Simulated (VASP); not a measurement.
**ZnO: single point with r2SCAN**

ZnO:

```
CELL_PARAMETERS angstrom
3.25752 0.00000 0.00000
-1.62876 2.82110 0.00000
0.00000 0.00000 5.24871
ATOMIC_POSITIONS crystal
Zn 0.66667 0.33333 0.50038
Zn 0.33333 0.66667 0.00038
O 0.66667 0.33333 0.87993
O 0.33333 0.66667 0.37993
```

```
Program             : VASP 6.6.1
Task                : single point
Functional          : r2SCAN
Potentials or basis : VASP PAW PBE potentials, release 64 (Zn, O)
Cutoff              : 520 eV
k mesh              : 12 × 12 × 6
Occupations         : gaussian, width 0.02 eV
Spin                : no spin polarisation
```

```
Pressure               : -2.1 GPa
Largest force          : 0.020 eV/Å
Band gap on the k mesh : 1.20 eV
```

Forces in eV/Å, atoms in the order of the input:
```
Zn   0.000  0.000 -0.020
Zn   0.000  0.000 -0.020
O    0.000  0.000  0.020
O    0.000  0.000  0.020
```

Stress tensor (GPa, compression positive):
```
-2.09  0.00  0.00
 0.00 -2.09  0.00
 0.00  0.00 -2.00
```

Levels at points of the mesh, in eV from the valence-band top:
```csv
k point,band 14,band 15,band 16,band 17,band 18,band 19,band 20,band 21,band 22,band 23
"(0.00, 0.00, 0.00)",-0.79,-0.79,-0.09,0.00,0.00,1.20,5.79,8.75,13.62,13.62
"(0.50, 0.00, 0.00)",-3.52,-2.81,-2.26,-1.28,-0.84,6.34,7.33,8.05,9.18,11.27
"(0.00, 0.00, 0.50)",-2.23,-0.39,-0.39,-0.39,-0.39,3.88,3.88,10.74,10.74,13.92
"(0.50, 0.00, 0.50)",-3.75,-1.51,-1.51,-1.37,-1.37,6.21,6.21,9.06,9.06,11.91
```

It took 100 s on 1 thread of Intel(R) Xeon(R) 6975P-C (Granite Rapids) (shared host), peak memory 0.22 GiB.

Caveat: the PAW data sets were made with another functional, which shifts forces and pressure a little.
